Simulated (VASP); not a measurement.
Here is a VASP 6.6.1 calculation.

Contents of INCAR:

```
SYSTEM = Na
  PREC = Accurate
  ENCUT = 520
  EDIFF = 1E-6
  ISMEAR = 1
  SIGMA = 0.3
  LREAL = .FALSE.
  LASPH = .TRUE.
  NELM = 60
  ALGO = Normal
  ISIF = 2
  LWAVE = .FALSE.
  LCHARG = .TRUE.
  LELF = .TRUE.
  LVHAR = .TRUE.
  NBANDS = 10
```

The input KPOINTS:

```
regular mesh
0
G
  11 11 11
  0 0 0
```

Contents of POSCAR:

```
Na
1.0
   -2.0287155323      2.0287155323      2.0287155323
    2.0287155323     -2.0287155323      2.0287155323
    2.0287155323      2.0287155323     -2.0287155323
Na
1
Direct
    0.0000000000      0.0000000000      0.0000000000
```

Potentials or basis: VASP PAW LDA potentials, release 64 (Na_pv).

Command:

```console
$ cat potpaw_LDA.64/Na_pv/POTCAR > POTCAR
$ mpirun -np 1 vasp_std > vasp.out
```

**Question.** Predict the pressure.

**Answer.** -0.1 GPa.
